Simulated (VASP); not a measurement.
Set up this calculation in VASP 6.6.1, as the native input.

* Task: single point
* Functional: HSE06
* Potentials or basis: VASP PAW PBE potentials, release 64 (Mg, S)
* Cutoff: 520 eV
* k mesh: 4 × 4 × 4
* Occupations: gaussian, width 0.01 eV
* Spin: no spin polarisation
* Dipole correction: no
* Grid for exact exchange (PRECFOCK): Normal
* Further INCAR settings: ALGO = Normal; EDIFF = 1e-06; NBANDS = 11
* Screening parameter: 0.2079 1/Å

Crystal: MgS (Niningerite).

```
CELL_PARAMETERS angstrom
0.00000 2.60152 2.60152
2.60152 0.00000 2.60152
2.60152 2.60152 0.00000
ATOMIC_POSITIONS crystal
Mg 0.00000 0.00000 0.00000
S 0.50000 0.50000 0.50000
```

These files were run (other wordings do the same):

POSCAR

```
MgS
1.0
    0.0000000000      2.6015177399      2.6015177399
    2.6015177399      0.0000000000      2.6015177399
    2.6015177399      2.6015177399      0.0000000000
Mg S
1 1
Direct
    0.0000000000      0.0000000000      0.0000000000
    0.5000000000      0.5000000000      0.5000000000
```

INCAR.step1

```
  ALGO = Normal
  EDIFF = 1E-5
  ENCUT = 520
  GGA = PE
  ISIF = 2
  ISMEAR = 0
  LASPH = True
  LCHARG = False
  LREAL = False
  LWAVE = True
  NBANDS = 11
  NELM = 80
  PREC = Accurate
  SIGMA = 0.01
```

INCAR.step2

```
  ALGO = Normal
  EDIFF = 1E-6
  ENCUT = 520
  GGA = PE
  HFSCREEN = 0.2079
  ISIF = 2
  ISMEAR = 0
  ISTART = 1
  LASPH = True
  LCHARG = False
  LHFCALC = True
  LREAL = False
  LWAVE = False
  NBANDS = 11
  NELM = 80
  PREC = Accurate
  PRECFOCK = Normal
  SIGMA = 0.01
```

KPOINTS

```
k-points
0
Gamma
  4 4 4
```

Potentials or basis: VASP PAW PBE potentials, release 64 (Mg, S).

Launch:

```sh
$ cat potpaw_PBE.64/Mg/POTCAR potpaw_PBE.64/S/POTCAR > POTCAR
$ cp INCAR.step1 INCAR
$ mpirun -np 1 vasp_std > vasp.out
$ cp INCAR.step2 INCAR
$ mpirun -np 1 vasp_std > vasp.out
```

It gave:

```yaml
Pressure: -0.4 GPa
Band_gap_on_the_k_mesh: 3.75 eV, indirect (least direct gap 4.81 eV)
```

Caveat: the k points lie up to 0.52 Å⁻¹ apart; the PAW data sets were made with another functional, which shifts forces and pressure a little.

It took 6.3 min on 1 thread of AMD EPYC 7R13, on a shared host, peak memory 0.24 GiB.
